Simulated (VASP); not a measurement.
# Zr2SeS2 (I4/mmm) in VASP: further runs

Runs on Zr2SeS2. Level: PBE. Tasks: single point, relaxation of cell and atoms.

Program: VASP 6.6.1. These are calculated values, not measurements. Logs are shortened: lines on timing, memory, paths and dates and some standing lists are left out, and cuts for length are marked.

## (1) The cell of the first run

It takes space group I4/mmm (No. 139, tetragonal). Conventional cell: a = 4.032 Å, b = 4.032 Å, c = 12.704 Å, α = 90.00°, β = 90.00°, γ = 90.00°. Within 3.2 Å of Zr (site symmetry -4m2) lie 4 S at 2.45 Å and 4 Zr at 2.85 Å. Within 4.6 Å of Se (site symmetry 4/mmm) lie 10 S at 3.36 to 4.57 Å and 8 Zr at 3.76 Å and 4 Se at 4.03 Å. Within 3.2 Å of S (site symmetry 4mm) lie 4 Zr at 2.45 Å.

The cell was built from a structure type or drawn by symmetry, and may not be a known phase.

## (2) Single point, PBE

Contents of INCAR:

```
SYSTEM = Zr2SeS2
PREC = Accurate
ENCUT = 520
EDIFF = 1E-7
ISMEAR = 0
SIGMA = 0.1
LREAL = .FALSE.
LASPH = .TRUE.
NELM = 60
ALGO = Normal
ISIF = 2
LWAVE = .FALSE.
LCHARG = .FALSE.
GGA = PE
NBANDS = 29
```

Contents of KPOINTS:

```
regular mesh
0
G
  6 6 6
  0 0 0
```

Contents of POSCAR:

```
Zr2SeS2
1.0
   -2.0160203100      2.0160203100      6.3519307100
    2.0160203100     -2.0160203100      6.3519307100
    2.0160203100      2.0160203100     -6.3519307100
Zr Se S
2 1 2
Direct
    0.2500000000      0.7500000000      0.5000000000
    0.7500000000      0.2500000000      0.5000000000
    0.0000000000      0.0000000000      0.0000000000
    0.3600000100      0.3600000100      0.0000000000
    0.6399999900      0.6399999900      0.0000000000
```

Potentials or basis: VASP PAW PBE potentials, release 64 (Zr_sv, Se, S).

Launch:

```console
> cat potpaw_PBE.64/Zr_sv/POTCAR potpaw_PBE.64/Se/POTCAR potpaw_PBE.64/S/POTCAR > POTCAR
> mpirun -np 1 vasp_std > vasp.out
```

OUTCAR:

```text
SYSTEM = Zr2SeS2
   PREC = Accurate
   ENCUT = 520
   EDIFF = 1E-7
   ISMEAR = 0
   LREAL = .FALSE.
   LASPH = .TRUE.
   NELM = 60
   ISIF = 2
   GGA = PE

 ion  position               nearest neighbor table
   1  0.250  0.750  0.500-   4 2.45   5 2.45   4 2.45   5 2.45   2 2.85   2 2.85   2 2.85   2 2.85

   2  0.750  0.250  0.500-   4 2.45   5 2.45   4 2.45   5 2.45   1 2.85   1 2.85   1 2.85   1 2.85

   3  0.000  0.000  0.000-
   4  0.360  0.360  0.000-   1 2.45   2 2.45   1 2.45   2 2.45
   5  0.640  0.640  0.000-   1 2.45   2 2.45   1 2.45   2 2.45

  LATTYP: Found a body centered tetragonal cell.
 ALAT       =     4.0320406200
 C/A-ratio  =     3.1507275390

  Lattice vectors:

 A1 = (  -2.0160203100,   2.0160203100,   6.3519307100)
 A2 = (   2.0160203100,  -2.0160203100,   6.3519307100)
 A3 = (   2.0160203100,   2.0160203100,  -6.3519307100)

Analysis of symmetry for initial positions (statically):
=====================================================================
 Subroutine PRICEL returns:
 Original cell was already a primitive cell.

 Routine SETGRP: Setting up the symmetry group for a
 body centered tetragonal supercell.

 Subroutine GETGRP returns: Found 16 space group operations
 (whereof 16 operations were pure point group operations)
 out of a pool of 16 trial point group operations.

The static configuration has the point symmetry D_4h.

Analysis of symmetry for dynamics (positions and initial velocities):
=====================================================================
 Subroutine PRICEL returns:
 Original cell was already a primitive cell.

 Routine SETGRP: Setting up the symmetry group for a
 body centered tetragonal supercell.

 Subroutine GETGRP returns: Found 16 space group operations
 (whereof 16 operations were pure point group operations)
 out of a pool of 16 trial point group operations.

The dynamic configuration has the point symmetry D_4h.

 Subroutine INISYM returns: Found 16 space group operations
 (whereof 16 operations are pure point group operations),
 and found     1 'primitive' translations

----------------------------------------------------------------------------------------

                                     Primitive cell

  volume of cell :     103.2656

  direct lattice vectors                    reciprocal lattice vectors
    -2.016020310  2.016020310  6.351930710     0.000000000  0.248013374  0.078716224
     2.016020310 -2.016020310  6.351930710     0.248013374  0.000000000  0.078716224
[... 93 lines left out ...]
   EDIFFG = 0.1E-05   stopping-criterion for IOM
   NSW    =      0    number of steps for IOM
   IBRION =     -1    ionic relax: 0-MD 1-quasi-New 2-CG
   NFREE  =      0    steps in history (QN), initial steepest desc. (CG)
   ISIF   =      2    stress and relaxation
   ISYM   =      2    0-nonsym 1-usesym 2-fastsym
   POTIM  = 0.5000    time-step for ionic-motion
   TEBEG  =    0.0;   TEEND  =   0.0 temperature during run
   PSTRESS=    0.0 pullay stress
   NELECT =      42.0000    total number of electrons
   NUPDOWN=      -1.0000    fix difference up-down
   EMIN   =  10.00;   EMAX   =-10.00  energy-range for DOS
   EFERMI =   0.00;   METHOD = LEGACY
   ISMEAR =     0;   SIGMA  =   0.10  broadening in eV -4-tet -1-fermi 0-gaus
   EFERMI_NEDOS =   21; number of points for ismear=-14 and -15
   IALGO  =     38    algorithm
   IMIX   =      4    mixing-type and parameters
     AMIX     =   0.40;   BMIX     =  1.00
     AMIX_MAG =   1.60;   BMIX_MAG =  1.00
  volume/ion in A,a.u.               =      20.65       139.37
  Fermi-wavevector in a.u.,A,eV,Ry     =   1.212940  2.292125 20.017219  1.471224
  Thomas-Fermi vector in A             =   2.348408
   LORBIT       =      0    0 simple, 1 ext, 2 COOP (PROOUT), +10 PAW based schemes
   GGA     = PE    functional components
   LHFCALC =     F    Hartree Fock is set to
   AEXX    =    0.0000 exact exchange contribution
   IVDW    =     0    specifies the selected vdW correction
   LEPSILON=     F    determine dielectric tensor
   LRPA    =     F    only Hartree local field effects (RPA)
 non-spin polarized calculation
 Gauss-broadening in eV      SIGMA  =   0.10
  energy-cutoff  :      520.00
  volume of cell :      103.27
 maximum number of plane-waves:      2808
 NGX is ok and might be reduce to    54
   NGX = 25   NGY = 25   NGZ = 25

 number of electron      41.9999999 magnetization

 Free energy of the ion-electron system (eV)
  ---------------------------------------------------
  ext. energy  EPLUGINS =         0.00000000
  ---------------------------------------------------
  free energy    TOTEN  =       -30.89750600 eV

  energy without entropy =      -30.88328835  energy(sigma->0) =      -30.89039718

 E-fermi :   6.9520     XC(G=0): -10.3976

 val. band max:        6.9304420114   @ k =   0.0000   0.0000   0.0000
 cond. band min:       6.9605431865   @ k =   0.3333   0.1667   0.1667
 fundamental gap:      0.0301011751
 Fermi energy:         6.9519832782

 k-point     1 :       0.0000    0.0000    0.0000
  band No.  band energies     occupation
      1     -42.0835      2.00000
      2     -41.7124      2.00000
      3     -20.7062      2.00000
      4     -20.7062      2.00000
      5     -20.4457      2.00000
      6     -19.9656      2.00000
[... 757 lines left out ...]
     28      11.2472      0.00000
     29      11.3009      0.00000

 [... further k-points ...]

------------------------ aborting loop because EDIFF is reached ----------------------------------------

  FORCE on cell =-STRESS in cart. coord.  units (eV):
  Direction    XX          YY          ZZ          XY          YZ          ZX
  --------------------------------------------------------------------------------------
  -------------------------------------------------------------------------------------
  Total       17.1768828     17.1768828     -2.0541505      0.0000000     -0.0000000      0.0000000
  in kB      266.5013322    266.5013322    -31.8703842      0.0000000     -0.0000000      0.0000000
  external PRESSURE =     167.0440934 kB  Pullay stress =       0.0000000 kB

 VOLUME and BASIS-vectors are now :
 -----------------------------------------------------------------------------
  energy-cutoff  :      520.00
  volume of cell :      103.27
      direct lattice vectors                 reciprocal lattice vectors
    -2.016020310  2.016020310  6.351930710     0.000000000  0.248013374  0.078716224
     2.016020310 -2.016020310  6.351930710     0.248013374  0.000000000  0.078716224
     2.016020310  2.016020310 -6.351930710     0.248013374  0.248013374  0.000000000

 POSITION                                       TOTAL-FORCE (eV/Angst)
 -----------------------------------------------------------------------------------
      2.01602      0.00000      3.17597         0.000000      0.000000      0.000000
      0.00000      2.01602      3.17597         0.000000      0.000000      0.000000
      0.00000      0.00000      0.00000         0.000000      0.000000      0.000000
      0.00000      0.00000      4.57339         0.000000      0.000000      0.868490
      0.00000      0.00000      8.13047        -0.000000     -0.000000     -0.868490
 -----------------------------------------------------------------------------------
    total drift:                               -0.000000      0.000000     -0.000000

  FREE ENERGIE OF THE ION-ELECTRON SYSTEM (eV)
  ---------------------------------------------------
  free  energy   TOTEN  =       -30.8975060002 eV

  energy  without entropy=      -30.8832883548  energy(sigma->0) =      -30.89039718
```

It used 160 s of CPU time on 1 thread of Intel(R) Xeon(R) 6975P-C (Granite Rapids), with other jobs on the host.

What came out:

```yaml
Free_energy: -30.8975 eV
Pressure: 16.7 GPa
Largest_force: 0.868 eV/Å
Band_gap_on_the_k_mesh: zero (bands 21 and 22 overlap by 0.96 eV)
```

Forces in eV/Å, atoms in the order of the input:
```
Zr   0.000  0.000  0.000
Zr   0.000  0.000  0.000
Se   0.000  0.000  0.000
S    0.000  0.000  0.868
S    0.000  0.000 -0.868
```

Stress tensor (GPa, compression positive):
```
26.65  0.00  0.00
 0.00 26.65  0.00
 0.00  0.00 -3.19
```

Caveat: the cell stands under pressure.

## (3) Single point, PBE

This run uses another cell than the first one, of 21.17 Å³/atom.

Contents of INCAR:

```
PREC = Accurate
ENCUT = 520
EDIFF = 1E-7
ISMEAR = 0
SIGMA = 0.1
LREAL = False
LASPH = True
NELM = 80
ALGO = Normal
ISIF = 2
LWAVE = False
LCHARG = False
GGA = PE
NBANDS = 29
```

Contents of KPOINTS:

```
Automatic mesh
0
Gamma
  6 6 6
```

Contents of POSCAR:

```
Zr2SeS2
1.0
   -2.3355944634      2.3355944634      4.8515150349
    2.3355944634     -2.3355944634      4.8515150349
    2.3355944634      2.3355944634     -4.8515150349
Zr Se S
2 1 2
Direct
    0.2500000000      0.7500000000      0.5000000000
    0.7500000000      0.2500000000      0.5000000000
    0.0000000000      0.0000000000      0.0000000000
    0.3503212660      0.3503212660      0.0000000000
    0.6496787340      0.6496787340      0.0000000000
```

Potentials or basis: VASP PAW PBE potentials, release 64 (Zr_sv, Se, S).

Launch:

```console
> cat potpaw_PBE.64/Zr_sv/POTCAR potpaw_PBE.64/Se/POTCAR potpaw_PBE.64/S/POTCAR > POTCAR
> mpirun -np 1 vasp_std > vasp.out
```

It used 85 s of CPU time on 1 thread of Intel(R) Xeon(R) 6975P-C (Granite Rapids), on a shared host.

Results (log left out):

```yaml
Free_energy: -34.7810 eV
Pressure: 0.0 GPa
Largest_force: 0.006 eV/Å
Band_gap_on_the_k_mesh: zero (bands 21 and 22 overlap by 0.57 eV)
```

Forces on the atoms (eV/Å):
```
Zr   0.000  0.000  0.000
Zr   0.000  0.000  0.000
Se   0.000  0.000  0.000
S    0.000  0.000  0.006
S    0.000  0.000 -0.006
```

Levels at points of the mesh, in eV from the Fermi level:
```csv
k point,band 18,band 19,band 20,band 21,band 22,band 23,band 24,band 25
"(0.00, 0.00, 0.00)",-2.35,-1.39,-1.39,-0.49,1.31,1.55,1.72,1.83
"(0.50, 0.00, 0.00)",-2.65,-2.62,-2.03,-0.47,0.18,0.75,1.30,1.44
"(0.50, 0.50, 0.00)",-2.71,-2.56,-0.76,0.01,0.43,1.02,1.33,1.48
"(0.50, 0.50, 0.50)",-2.40,-2.28,-1.78,-1.78,0.11,1.78,2.60,2.60
```

(Continued in part 2 of 2.)
